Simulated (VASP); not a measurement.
Set up this calculation in VASP 6.6.1, as the native input.

- Task: single point
- Functional: r2SCAN
- Potentials or basis: VASP PAW PBE potentials, release 64 (Bi_d, Te)
- Cutoff: 520 eV
- k mesh: 12 × 12 × 12
- Occupations: gaussian, width 0.15 eV
- Spin: no spin polarisation
- Dipole correction: no
- Further INCAR settings: ALGO = Normal; EDIFF = 1e-07; NBANDS = 18

Crystal: BiTe.

```
Bi Te
1.0
     2.42271    1.39875    3.48316
    -2.42271    1.39875    3.48316
     0.00000   -2.79750    3.48316
Bi Te
1 1
Direct
  0.50000 0.50000 0.50000
  0.00000 0.00000 0.00000
```

This cell differs from its parent crystal: strain +0.000 along x and y, +0.050 along z.

These files were run (other wordings do the same):

POSCAR

```
BiTe
1.0
    2.4227077728      1.3987509848      3.4831565522
   -2.4227077728      1.3987509848      3.4831565522
    0.0000000000     -2.7975019696      3.4831565522
Bi Te
1 1
Direct
    0.5000000000      0.5000000000      0.5000000000
    0.0000000000      0.0000000000      0.0000000000
```

INCAR.step1

```
ALGO     = Normal         # electronic algorithm
EDIFF    = 1E-4           # SCF threshold, eV
ENCUT    = 520            # plane-wave cutoff, eV
GGA      = PE             # functional
ISMEAR   = 0              # smearing method
LASPH    = T              # aspherical terms in the spheres
LCHARG   = F              # write CHGCAR
LREAL    = F              # projectors in reciprocal space
LWAVE    = T              # write WAVECAR
NBANDS   = 18             # bands
NELM     = 60             # most SCF steps
PREC     = Accurate       # precision mode
SIGMA    = 0.15           # smearing width, eV
```

INCAR.step2

```
ALGO     = Normal         # electronic algorithm
EDIFF    = 1E-7           # SCF threshold, eV
ENCUT    = 520            # plane-wave cutoff, eV
ISIF     = 2              # what is computed and relaxed
ISMEAR   = 0              # smearing method
ISTART   = 1            
LASPH    = T              # aspherical terms in the spheres
LCHARG   = F              # write CHGCAR
LMIXTAU  = T            
LREAL    = F              # projectors in reciprocal space
LWAVE    = F              # write WAVECAR
METAGGA  = R2SCAN         # meta-GGA
NBANDS   = 18             # bands
NELM     = 60             # most SCF steps
PREC     = Accurate       # precision mode
SIGMA    = 0.15           # smearing width, eV
```

KPOINTS

```
k-points
0
Gamma
  12 12 12
```

Potentials or basis: VASP PAW PBE potentials, release 64 (Bi_d, Te).

Run with:

```bash
$ cat potpaw_PBE.64/Bi_d/POTCAR potpaw_PBE.64/Te/POTCAR > POTCAR
$ cp INCAR.step1 INCAR
$ mpirun -np 1 vasp_std > vasp.out
$ cp INCAR.step2 INCAR
$ mpirun -np 1 vasp_std > vasp.out
```

Results of the run:

| Quantity | Value |
| --- | --- |
| Pressure | -2.6 GPa |
| Band gap on the k mesh | zero (an odd number of electrons rules out a gap without spin polarisation) |

Caveat: the cell differs from its parent crystal (strain +0.000 along x and y, +0.050 along z); the PAW data sets were made with another functional, which shifts forces and pressure a little; spin-orbit coupling is left out, which moves the levels of the heavy elements.

Run time: 5.7 min on 1 thread of Intel(R) Xeon(R) 6975P-C (Granite Rapids), on a shared host, peak memory 0.39 GiB.
